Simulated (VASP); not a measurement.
Runs of VASP 6.6.1 on Pt. The structure is that of space group Fm-3m (No. 225), or close to it. The cells are those of the table. 

```tsv
task	level	potentials or basis	cell	k mesh	cutoff (eV)	smearing	dipole correction	tolerance level	purpose	grid for exact exchange (PRECFOCK)	share of exact exchange	gap on the mesh (eV)	pressure (GPa)	V0 of scaled cells (Å³/atom)	B0 (GPa)
single point	r2SCAN	VASP PAW PBE potentials, release 64 (Pt_sv_GW)	a = 2.810 Å, angles 60.0°, 1 atom	12 × 12 × 12	630	fermi-dirac 0.05 eV	no	-	-	-	-	none	-6.9	-	-
equation of state	optB86b-vdW	VASP PAW PBE potentials, release 64 (Pt)	a = 2.773 Å, angles 60.0°, 1 atom	23 × 23 × 23	600	methfessel-paxton of order 2 0.05 eV	-	standard	equation of state	-	-	-	-	(b)	267
single point	r2SCANh	VASP PAW PBE potentials, release 64 (Pt)	a = 2.773 Å, angles 60.0°, 1 atom	6 × 6 × 6	520	fermi-dirac 0.05 eV	no	-	-	Normal	0.1	none	-1.1	-	-
equation of state	optB86b-vdW	VASP PAW PBE potentials, release 64 (Pt)	a = 2.773 Å, angles 60.0°, 1 atom	16 × 16 × 16	300	methfessel-paxton of order 2 0.1 eV	-	standard	equation of state	-	-	-	-	15.39	267
single point	r2SCAN0	VASP PAW PBE potentials, release 64 (Pt)	a = 2.773 Å, angles 60.0°, 1 atom	6 × 6 × 6	520	fermi-dirac 0.05 eV	no	-	-	Normal	0.25	none	(a)	-	-
single point	r2SCAN	VASP PAW PBE potentials, release 64 (Pt_sv_GW)	a = 2.773 Å, angles 60.0°, 1 atom	10 × 10 × 10	630	fermi-dirac 0.05 eV	no	-	-	-	-	none	3.4	-	-
single point	r2SCAN	VASP PAW PBE potentials, release 64 (Pt_sv_GW)	a = 2.791 Å, angles 60.0°, 1 atom	12 × 12 × 12	630	fermi-dirac 0.05 eV	no	-	-	-	-	none	-2.1	-	-
```

Alike in all rows: no spin polarisation.

Question: Estimate the missing entries.

Answer: (a) -5.3; (b) 15.40.

Caveats: some runs use coarse meshes; the PAW data sets were made with another functional, which shifts forces and pressure a little; spin-orbit coupling is left out, which moves the levels of the heavy elements; the cell stands under tension (at least some runs); the cell stands under pressure (at least some runs).

A k mesh can miss the band edges, and the runs leave out spin-orbit coupling on Pt.

A gap of «none» marks levels without a gap at the run's occupations.

The runs don't all hold the same shells in valence.
